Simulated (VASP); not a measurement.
# TaH (Pnma) in VASP: further runs

TaH is run at these levels: PBE; tasks: single point.

Program: VASP 6.6.1. These are calculated values, not measurements. Logs are shortened: lines on timing, memory, paths and dates and some standing lists are left out, and cuts for length are marked.

**1. The cell of the first run**

Symmetry: Pnma, No. 62, orthorhombic system. Conventional cell: a = 4.924 Å, b = 3.408 Å, c = 4.923 Å, α = 90.00°, β = 90.00°, γ = 90.00°. Within 2.6 Å of Ta (site symmetry m) lie 4 H at 1.94 to 1.95 Å. H (site symmetry m) has 4 Ta at 1.94 to 1.95 Å and 2 H at 2.42 Å within 2.6 Å.

**2. Single point, PBE**

INCAR reads:

```
SYSTEM = TaH
ALGO = Normal ; EDIFF = 1E-7
ENCUT = 520 ; GGA = PE
ISIF = 2 ; ISMEAR = 0
LASPH = .TRUE. ; LCHARG = .FALSE.
LREAL = .FALSE. ; LWAVE = .FALSE.
NBANDS = 34 ; NELM = 80
PREC = Accurate ; SIGMA = 0.2
```

KPOINTS reads:

```
k-points
0
G
  6 4 4
  0 0 0
```

POSCAR reads:

```
TaH
1.0
    0.0000000000      3.4083408274      0.0000000000
    0.0000000000      0.0000000000      4.9234213932
    4.9239532562      0.0000000000      0.0000000000
Ta H
4 4
Direct
    0.2500000000      0.4958355045      0.7440719650
    0.7500000000      0.5041644955      0.2559280350
    0.7500000000      0.9958355045      0.7559280350
    0.2500000000      0.0041644955      0.2440719650
    0.2500000000      0.8701864756      0.6163863651
    0.7500000000      0.1298135244      0.3836136349
    0.7500000000      0.3701864756      0.8836136349
    0.2500000000      0.6298135244      0.1163863651
```

Potentials or basis: VASP PAW PBE potentials, release 64 (Ta_pv, H).

On the command line:

```sh
cat potpaw_PBE.64/Ta_pv/POTCAR potpaw_PBE.64/H/POTCAR > POTCAR
mpirun -np 1 vasp_std > vasp.out
```

OUTCAR:

```text
SYSTEM = TaH
   EDIFF = 1E-7
   ENCUT = 520
   GGA = PE
   ISIF = 2
   ISMEAR = 0
   LASPH = .TRUE.
   LREAL = .FALSE.
   NELM = 80
   PREC = Accurate

 ion  position               nearest neighbor table
   1  0.250  0.496  0.744-   7 1.94   7 1.94   5 1.95   8 1.95   2 2.95   2 2.95   3 2.99   3 2.99
                             3 2.99   3 2.99   2 3.04   2 3.04   4 3.45   4 3.45   4 3.51   4 3.51
   2  0.750  0.504  0.256-   8 1.94   8 1.94   6 1.95   7 1.95   1 2.95   1 2.95   4 2.99   4 2.99
                             4 2.99   4 2.99   1 3.04   1 3.04   3 3.45   3 3.45   3 3.51   3 3.51
   3  0.750  0.996  0.756-   5 1.94   5 1.94   7 1.95   6 1.95   4 2.95   4 2.95   1 2.99   1 2.99
                             1 2.99   1 2.99   4 3.04   4 3.04   2 3.45   2 3.45   2 3.51   2 3.51
   4  0.250  0.004  0.244-   6 1.94   6 1.94   8 1.95   5 1.95   3 2.95   3 2.95   2 2.99   2 2.99
                             2 2.99   2 2.99   3 3.04   3 3.04   1 3.45   1 3.45   1 3.51   1 3.51
   5  0.250  0.870  0.616-   3 1.94   3 1.94   1 1.95   4 1.95
   6  0.750  0.130  0.384-   4 1.94   4 1.94   2 1.95   3 1.95
   7  0.750  0.370  0.884-   1 1.94   1 1.94   3 1.95   2 1.95
   8  0.250  0.630  0.116-   2 1.94   2 1.94   4 1.95   1 1.95

  LATTYP: Found a simple orthorhombic cell.
 ALAT       =     3.4083408274
 B/A-ratio  =     1.4445214380
 C/A-ratio  =     1.4446774855

  Lattice vectors:

 A1 = (   0.0000000000,   3.4083408274,   0.0000000000)
 A2 = (   0.0000000000,   0.0000000000,   4.9234213932)
 A3 = (   4.9239532562,   0.0000000000,   0.0000000000)

Analysis of symmetry for initial positions (statically):
=====================================================================
 Subroutine PRICEL returns:
 Original cell was already a primitive cell.

 Routine SETGRP: Setting up the symmetry group for a
 simple orthorhombic supercell.

 Subroutine GETGRP returns: Found  8 space group operations
 (whereof  2 operations were pure point group operations)
 out of a pool of  8 trial point group operations.

The static configuration has the point symmetry S_2 .
 The point group associated with its full space group is D_2h.

Analysis of symmetry for dynamics (positions and initial velocities):
=====================================================================
 Subroutine PRICEL returns:
 Original cell was already a primitive cell.

 Routine SETGRP: Setting up the symmetry group for a
 simple orthorhombic supercell.

 Subroutine GETGRP returns: Found  8 space group operations
 (whereof  2 operations were pure point group operations)
 out of a pool of  8 trial point group operations.

The dynamic configuration has the point symmetry S_2 .
 The point group associated with its full space group is D_2h.

 Subroutine INISYM returns: Found  8 space group operations
 (whereof  2 operations are pure point group operations),
 and found     1 'primitive' translations

----------------------------------------------------------------------------------------

                                     Primitive cell

  volume of cell :      82.6274

  direct lattice vectors                    reciprocal lattice vectors
     0.000000000  3.408340827  0.000000000     0.000000000  0.293397888  0.000000000
     0.000000000  0.000000000  4.923421393     0.000000000  0.000000000  0.203110788
     4.923953256  0.000000000  0.000000000     0.203088849  0.000000000  0.000000000

  length of vectors
     3.408340827  4.923421393  4.923953256     0.293397888  0.203110788  0.203088849

  position of ions in fractional coordinates (direct lattice)
     0.250000000  0.495835505  0.744071965
     0.750000000  0.504164495  0.255928035
     0.750000000  0.995835505  0.755928035
     0.250000000  0.004164495  0.244071965
     0.250000000  0.870186476  0.616386365
     0.750000000  0.129813524  0.383613635
     0.750000000  0.370186476  0.883613635
     0.250000000  0.629813524  0.116386365

  ion indices of the primitive-cell ions
   primitive index   ion index
                 1           1
                 2           2
                 3           3
                 4           4
                 5           5
                 6           6
                 7           7
                 8           8

----------------------------------------------------------------------------------------

 KPOINTS: k-points

Automatic generation of k-mesh.
 Grid dimensions read from file:
 generate k-points for:    6    4    4

 Generating k-lattice:

  Cartesian coordinates                     Fractional coordinates (reciprocal lattice)
     0.000000000  0.048899648  0.000000000     0.166666667  0.000000000  0.000000000
     0.000000000  0.000000000  0.050777697     0.000000000  0.250000000  0.000000000
     0.050772212  0.000000000  0.000000000     0.000000000  0.000000000  0.250000000

  Length of vectors
     0.048899648  0.050777697  0.050772212

  Shift w.r.t. Gamma in fractional coordinates (k-lattice)
     0.000000000  0.000000000  0.000000000

 Subroutine IBZKPT returns following result:
 ===========================================

 Found     36 irreducible k-points:

 Following reciprocal coordinates:
            Coordinates               Weight
  0.000000  0.000000  0.000000      1.000000
  0.166667  0.000000  0.000000      2.000000
  0.333333  0.000000  0.000000      2.000000
  0.500000  0.000000  0.000000      1.000000
  0.000000  0.250000  0.000000      2.000000
  0.166667  0.250000  0.000000      4.000000
[... 16 lines left out ...]
  0.333333  0.500000  0.250000      4.000000
  0.500000  0.500000  0.250000      2.000000
 [... further k-points ...]
   k-points           NKPTS =     36   k-points in BZ     NKDIM =     36   number of bands    NBANDS=     34
   number of dos      NEDOS =    301   number of ions     NIONS =      8
   total plane-waves  NPLWV =  44800
   dimension x,y,z NGX =    28 NGY =   40 NGZ =   40
   dimension x,y,z NGXF=    56 NGYF=   80 NGZF=   80
   ions per type =               4   4
   NGX,Y,Z   is equivalent  to a cutoff of  13.66, 13.51, 13.51 a.u.
   NGXF,Y,Z  is equivalent  to a cutoff of  27.31, 27.01, 27.01 a.u.
 SYSTEM =  TaH
   PREC   = accura    normal or accurate (medium, high low for compatibility)
   ISTART =      0    job   : 0-new  1-cont  2-samecut
   ICHARG =      2    charge: 1-file 2-atom 10-const
   ISPIN  =      1    spin polarized calculation?
   LNONCOLLINEAR =      F non collinear calculations
   LSORBIT =      F    spin-orbit coupling
   LASPH  =      T    aspherical Exc in radial PAW
   ENCUT  =  520.0 eV  38.22 Ry    6.18 a.u.   6.34  9.15  9.16*2*pi/ulx,y,z
   NELM   =     80;   NELMIN=  2; NELMDL= -5     # of ELM steps
   EDIFF  = 0.1E-06   stopping-criterion for ELM
   LREAL  =      F    real-space projection
   EDIFFG = 0.1E-05   stopping-criterion for IOM
   NSW    =      0    number of steps for IOM
   IBRION =     -1    ionic relax: 0-MD 1-quasi-New 2-CG
   NFREE  =      0    steps in history (QN), initial steepest desc. (CG)
   ISIF   =      2    stress and relaxation
   ISYM   =      2    0-nonsym 1-usesym 2-fastsym
   POTIM  = 0.5000    time-step for ionic-motion
   TEBEG  =    0.0;   TEEND  =   0.0 temperature during run
   PSTRESS=    0.0 pullay stress
   NELECT =      48.0000    total number of electrons
   NUPDOWN=      -1.0000    fix difference up-down
   EMIN   =  10.00;   EMAX   =-10.00  energy-range for DOS
   EFERMI =   0.00;   METHOD = LEGACY
   ISMEAR =     0;   SIGMA  =   0.20  broadening in eV -4-tet -1-fermi 0-gaus
   EFERMI_NEDOS =   21; number of points for ismear=-14 and -15
   IALGO  =     38    algorithm
   IMIX   =      4    mixing-type and parameters
     AMIX     =   0.40;   BMIX     =  1.00
     AMIX_MAG =   1.60;   BMIX_MAG =  1.00
  volume/ion in A,a.u.               =      10.33        69.70
  Fermi-wavevector in a.u.,A,eV,Ry     =   1.365989  2.581345 25.387471  1.865926
  Thomas-Fermi vector in A             =   2.492169
   LORBIT       =      0    0 simple, 1 ext, 2 COOP (PROOUT), +10 PAW based schemes
   GGA     = PE    functional components
   LHFCALC =     F    Hartree Fock is set to
   AEXX    =    0.0000 exact exchange contribution
   IVDW    =     0    specifies the selected vdW correction
   LEPSILON=     F    determine dielectric tensor
   LRPA    =     F    only Hartree local field effects (RPA)
 non-spin polarized calculation
 Gauss-broadening in eV      SIGMA  =   0.20
  energy-cutoff  :      520.00
  volume of cell :       82.63
 maximum number of plane-waves:      2246
 NGX is ok and might be reduce to    28
   NGX = 13   NGY = 19   NGZ = 19

 number of electron      47.9999997 magnetization

 Free energy of the ion-electron system (eV)
  ---------------------------------------------------
  ext. energy  EPLUGINS =         0.00000000
  ---------------------------------------------------
  free energy    TOTEN  =       -61.82742695 eV

  energy without entropy =      -61.77703122  energy(sigma->0) =      -61.80222909

 E-fermi :   5.9563     XC(G=0): -12.4087

 val. band max:        5.9426991567   @ k =   0.0000   0.0000   0.5000
 cond. band min:       5.9666662743   @ k =   0.0000   0.5000   0.0000
 fundamental gap:      0.0239671176
 Fermi energy:         5.9562892994

 k-point     1 :       0.0000    0.0000    0.0000
  band No.  band energies     occupation
      1     -29.1003      2.00000
      2     -29.0959      2.00000
      3     -28.8590      2.00000
      4     -28.8520      2.00000
      5     -28.8292      2.00000
      6     -28.5474      2.00000
[... 26 lines left out ...]
     33      10.7962      0.00000
     34      10.9556      0.00000

 k-point     2 :       0.1667    0.0000    0.0000
  band No.  band energies     occupation
      1     -29.0440      2.00000
      2     -29.0420      2.00000
      3     -28.8378      2.00000
      4     -28.8179      2.00000
      5     -28.8120      2.00000
      6     -28.5931      2.00000
[... 26 lines left out ...]
     33      10.2861      0.00000
     34      10.5150      0.00000

 k-point     3 :       0.3333    0.0000    0.0000
  band No.  band energies     occupation
      1     -28.9026      2.00000
      2     -28.8916      2.00000
      3     -28.8213      2.00000
      4     -28.7090      2.00000
      5     -28.7088      2.00000
      6     -28.6829      2.00000
[... 26 lines left out ...]
     33       9.2392      0.00000
     34       9.3077      0.00000

 k-point     4 :       0.5000    0.0000    0.0000
  band No.  band energies     occupation
      1     -28.7637      2.00000
      2     -28.7637      2.00000
      3     -28.7313      2.00000
      4     -28.7313      2.00000
      5     -28.6786      2.00000
      6     -28.6786      2.00000
[... 26 lines left out ...]
     33       9.3380      0.00000
     34       9.3380      0.00000

 k-point     5 :       0.0000    0.2500    0.0000
  band No.  band energies     occupation
      1     -29.0664      2.00000
      2     -28.9827      2.00000
      3     -28.8946      2.00000
      4     -28.7889      2.00000
      5     -28.7739      2.00000
      6     -28.5897      2.00000
[... 621 lines left out ...]
 k-point    22 :       0.1667    0.5000    0.2500
  band No.  band energies     occupation
      1     -28.9332      2.00000
      2     -28.9332      2.00000
      3     -28.7896      2.00000
      4     -28.7896      2.00000
      5     -28.7027      2.00000
      6     -28.7027      2.00000
[... 26 lines left out ...]
     33       9.0817      0.00000
     34       9.0817      0.00000

 k-point    23 :       0.3333    0.5000    0.2500
  band No.  band energies     occupation
      1     -29.0269      2.00000
      2     -29.0269      2.00000
      3     -28.9497      2.00000
      4     -28.9497      2.00000
      5     -28.6581      2.00000
      6     -28.6581      2.00000
[... 26 lines left out ...]
     33      10.2047      0.00000
     34      10.2047      0.00000

 k-point    24 :       0.5000    0.5000    0.2500
  band No.  band energies     occupation
      1     -29.0547      2.00000
      2     -29.0547      2.00000
      3     -29.0398      2.00000
      4     -29.0398      2.00000
      5     -28.5734      2.00000
      6     -28.5734      2.00000
[... 26 lines left out ...]
     33      11.3407      0.00000
     34      11.3637      0.00000

 [... further k-points ...]
[... 5 lines left out ...]
  --------------------------------------------------------------------------------------
  -------------------------------------------------------------------------------------
  Total        0.2742248      0.1172482     -0.0661767      0.0000000      0.0000000      0.0000000
  in kB        5.3173271      2.2734897     -1.2831927      0.0000000      0.0000000      0.0000000
  external PRESSURE =       2.1025414 kB  Pullay stress =       0.0000000 kB

 VOLUME and BASIS-vectors are now :
 -----------------------------------------------------------------------------
  energy-cutoff  :      520.00
  volume of cell :       82.63
      direct lattice vectors                 reciprocal lattice vectors
     0.000000000  3.408340827  0.000000000     0.000000000  0.293397888  0.000000000
     0.000000000  0.000000000  4.923421393     0.000000000  0.000000000  0.203110788
     4.923953256  0.000000000  0.000000000     0.203088849  0.000000000  0.000000000

 POSITION                                       TOTAL-FORCE (eV/Angst)
 -----------------------------------------------------------------------------------
      3.66378      0.85209      2.44121        -0.018247     -0.000000      0.010395
      1.26018      2.55626      2.48221         0.018247      0.000000     -0.010395
      3.72215      2.55626      4.90292         0.018247      0.000000      0.010395
      1.20180      0.85209      0.02050        -0.018247      0.000000     -0.010395
      3.03506      0.85209      4.28429        -0.001643      0.000000     -0.002937
      1.88890      2.55626      0.63913         0.001643      0.000000      0.002937
      4.35087      2.55626      1.82258         0.001643      0.000000     -0.002937
      0.57308      0.85209      3.10084        -0.001643      0.000000      0.002937
 -----------------------------------------------------------------------------------
    total drift:                                0.000000      0.000000     -0.000000

  FREE ENERGIE OF THE ION-ELECTRON SYSTEM (eV)
  ---------------------------------------------------
  free  energy   TOTEN  =       -61.8274269544 eV

  energy  without entropy=      -61.7770312225  energy(sigma->0) =      -61.80222909
```

It took 62 s on 1 thread of Intel Xeon Platinum 8488C (Sapphire Rapids), shared host; peak memory 0.24 GiB.

What came out:

```yaml
Free_energy: -61.8274 eV
Pressure: 0.2 GPa
Largest_force: 0.021 eV/Å
Band_gap_on_the_k_mesh: zero (bands 24 and 25 overlap by 0.60 eV)
```

Forces on the atoms (eV/Å):
```
Ta  -0.018  0.000  0.010
Ta   0.018  0.000 -0.010
Ta   0.018  0.000  0.010
Ta  -0.018  0.000 -0.010
H   -0.002  0.000 -0.003
H    0.002  0.000  0.003
H    0.002  0.000 -0.003
H   -0.002  0.000  0.003
```

Caveat: spin-orbit coupling is left out, which moves the levels of the heavy elements.

**3. Single point, PBE**

INCAR reads:

```
  PREC = Accurate
  ENCUT = 520
  EDIFF = 1E-6
  ISMEAR = 0
  SIGMA = 0.1
  LREAL = F
  LASPH = T
  NELM = 80
  ALGO = Normal
  ISIF = 2
  LWAVE = F
  LCHARG = T
  GGA = PE
  LELF = T
  LVHAR = T
  NBANDS = 34
```

KPOINTS reads:

```
Automatic mesh
0
Gamma
  6 10 6
```

POSCAR reads:

```
TaH
1.0
    4.9239532562      0.0000000000      0.0000000000
    0.0000000000      3.4083408274      0.0000000000
    0.0000000000      0.0000000000      4.9234213932
Ta H
4 4
Direct
    0.7440719650      0.2500000000      0.4958355045
    0.2559280350      0.7500000000      0.5041644955
    0.7559280350      0.7500000000      0.9958355045
    0.2440719650      0.2500000000      0.0041644955
    0.6163863651      0.2500000000      0.8701864756
    0.3836136349      0.7500000000      0.1298135244
    0.8836136349      0.7500000000      0.3701864756
    0.1163863651      0.2500000000      0.6298135244
```

Potentials or basis: VASP PAW PBE potentials, release 64 (Ta_pv, H).

On the command line:

```sh
cat potpaw_PBE.64/Ta_pv/POTCAR potpaw_PBE.64/H/POTCAR > POTCAR
mpirun -np 1 vasp_std > vasp.out
```

Run time: 2.6 min. Hardware: 1 thread of Intel Xeon Platinum 8488C (Sapphire Rapids), shared host; peak memory 0.34 GiB.

It converged, with:

- Free energy: -61.8658 eV
- Pressure: 0.1 GPa
- Largest force: 0.019 eV/Å
- Band gap on the k mesh: zero (bands 24 and 25 overlap by 0.82 eV)

Forces in eV/Å, atoms in the order of the input:
```
Ta  -0.019  0.000 -0.002
Ta   0.019  0.000  0.002
Ta   0.019  0.000 -0.002
Ta  -0.019  0.000  0.002
H    0.000  0.000 -0.005
H    0.000  0.000  0.005
H    0.000  0.000 -0.005
H    0.000  0.000  0.005
```

Levels at points of the mesh, in eV from the Fermi level:
| k point | band 21 | band 22 | band 23 | band 24 | band 25 | band 26 | band 27 | band 28 |
| --- | --- | --- | --- | --- | --- | --- | --- | --- |
| (0.00, 0.00, 0.00) | -1.52 | -0.70 | -0.37 | -0.29 | 1.70 | 1.79 | 1.80 | 2.48 |
| (0.50, 0.00, 0.00) | -1.43 | -1.43 | -0.66 | -0.66 | -0.05 | -0.05 | 1.43 | 1.43 |
| (0.00, 0.50, 0.00) | -1.83 | -1.83 | -0.51 | -0.51 | -0.41 | -0.41 | 1.56 | 1.56 |
| (0.50, 0.50, 0.00) | -1.95 | -1.95 | -1.95 | -1.95 | 1.87 | 1.87 | 1.87 | 1.87 |
| (0.00, 0.00, 0.50) | -1.47 | -1.47 | -0.60 | -0.60 | -0.03 | -0.03 | 1.53 | 1.53 |
| (0.50, 0.00, 0.50) | -0.71 | -0.71 | -0.18 | -0.18 | -0.13 | -0.13 | 0.20 | 0.20 |
| (0.00, 0.50, 0.50) | -2.04 | -2.04 | -1.91 | -1.91 | 1.61 | 1.61 | 2.09 | 2.09 |
| (0.50, 0.50, 0.50) | -1.39 | -1.39 | -1.39 | -1.39 | 2.26 | 2.26 | 2.26 | 2.26 |

Caveat: spin-orbit coupling is left out, which moves the levels of the heavy elements.

The gap in the log of VASP goes by the Fermi energy; the results here count the filled bands.